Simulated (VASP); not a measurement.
Set up this calculation in VASP 6.6.1, as the native input.

| Item | Value |
| --- | --- |
| Task | single point |
| Functional | PBE |
| Potentials or basis | VASP PAW PBE potentials, release 64 (Fe_sv, O) |
| Cutoff | 600 eV |
| k mesh | 12 × 12 × 12 |
| Occupations | gaussian, width 0.02 eV |
| Spin | collinear spin, ferromagnetic start |
| Starting moments | [3.9, 0.17] μB |
| Hubbard terms | Fe d U = 5.3 eV |
| Dipole correction | no |
| Further INCAR settings | ALGO = Normal; EDIFF = 1e-06; NBANDS = 22 |

The structure of FeO lies in POSCAR:

```
FeO
1.0
    1.5844211471      0.9147659758      2.4830502299
   -1.5844211471      0.9147659758      2.4830502299
    0.0000000000     -1.8295319515      2.4830502299
Fe O
1 1
Direct
    0.0000000000      0.0000000000      0.0000000000
    0.5000000000      0.5000000000      0.5000000000
```

One way to write it, as run:

INCAR

```
SYSTEM = FeO
ALGO = Normal
EDIFF = 1E-6
ENCUT = 600
GGA = PE
GGA_COMPAT = .False.
ISIF = 2
ISMEAR = 0
ISPIN = 2
LASPH = .True.
LCHARG = .False.
LDAU = .True.
LDAUJ = 0 0
LDAUL = 2 -1
LDAUPRINT = 1
LDAUTYPE = 2
LDAUU = 5.3 0
LMAXMIX = 4
LORBIT = 11
LREAL = .False.
LWAVE = .False.
MAGMOM = 3.9 0.17
NBANDS = 22
NELM = 200
PREC = Accurate
SIGMA = 0.02
```

KPOINTS

```
k-points
0
Gamma
  12 12 12
  0 0 0
```

Potentials or basis: VASP PAW PBE potentials, release 64 (Fe_sv, O).

Launch:

```console
$ cat potpaw_PBE.64/Fe_sv/POTCAR potpaw_PBE.64/O/POTCAR > POTCAR
$ mpirun -np 1 vasp_std > vasp.out
```

Results of the run:

| Quantity | Value |
| --- | --- |
| Pressure | -10.5 GPa |
| Band gap on the k mesh | zero (filled and empty bands overlap) |
| Net moment | 4.02 μB per cell |
| Site moments | Fe +3.68; O +0.18 μB |
| Valence electrons inside the program's atomic spheres | Fe 13.59; O 4.98 |

Caveat: the cell stands under tension; a cell with one magnetic atom can't hold antiferromagnetic order, which such compounds often take.

It took 4.3 min on 1 thread of Intel(R) Xeon(R) Platinum 8488C (Sapphire Rapids), on a shared host, peak memory 0.29 GiB.
